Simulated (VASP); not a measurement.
Crystal: SnTe.

```
Sn Te
1.0
     0.00000    3.15650    3.15650
     3.15650    0.00000    3.15650
     3.15650    3.15650    0.00000
Sn Te
1 1
Direct
  0.00000 0.00000 0.00000
  0.50000 0.50000 0.50000
```

Base run:

```yaml
Program: VASP 6.6.1
Functional: PBE
Potentials_or_basis: VASP PAW PBE potentials, release 64 (Sn_d, Te)
Cutoff: 520 eV
k_mesh: 11 × 11 × 11
Occupations: fermi-dirac, width 0.08 eV
Spin: no spin polarisation
```

Its results: pressure 2.0 GPa.

The run is repeated on the same cell with these changes: functional from PBE to PBEsol. What comes out?

Pressure -0.5 GPa.

PBEsol binds more tightly than PBE, so the same cell stands under less pressure.

Caveats: the PAW data sets were made with another functional, which shifts forces and pressure a little (some runs).
